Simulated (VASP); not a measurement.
Here is a VASP 6.6.1 calculation.

Contents of INCAR:

```
SYSTEM = Zn
  PREC = Accurate
  ENCUT = 600
  EDIFF = 1E-6
  ISMEAR = 1
  SIGMA = 0.1
  LREAL = .FALSE.
  LASPH = .TRUE.
  NELM = 100
  ALGO = Normal
  ISIF = 3
  LWAVE = .FALSE.
  LCHARG = .FALSE.
  IBRION = 2
  NSW = 80
  EDIFFG = -0.03
  PSTRESS = 400.0
```

KPOINTS

```
regular mesh
0
G
  11 11 11
  0 0 0
```

The input POSCAR:

```
Zn
1.0
    0.0000000000      1.9647760000      1.9647760000
    1.9647760000      0.0000000000      1.9647760000
    1.9647760000      1.9647760000      0.0000000000
Zn
1
Direct
    0.0000000000      0.0000000000      0.0000000000
```

Potentials or basis: VASP PAW LDA potentials, release 64 (Zn).

Launch:

```console
$ cat potpaw_LDA.64/Zn/POTCAR > POTCAR
$ mpirun -np 1 vasp_std > vasp.out
```

What does it give for the band gap on the k mesh?

Zero (band 6 reaches 7.68 eV, above the bottom of band 7 at 5.27 eV).

Predict the relaxed cell.

a = 2.484 Å, b = 2.484 Å, c = 2.484 Å, α = 60.00°, β = 60.00°, γ = 60.00°.

Estimate the relaxed volume.

10.84 Å³/atom.

Step by step:
```
step  energy change (eV)  largest force (eV/Å)  pressure (GPa)  volume (Å³)
   1              0.0000                0.0000           -7.69        15.17
   2              3.1902                0.0000          306.33         7.26
   3              0.1528                0.0000           31.60        11.18
   4              0.1968                0.0000           36.53        10.98
   5              0.2296                0.0000           39.96        10.84
```

Caveat: the cell is relaxed towards a set pressure, so the enthalpy falls and the energy may rise; the volume moved by over 15 % at a fixed basis, so the end points are rough.
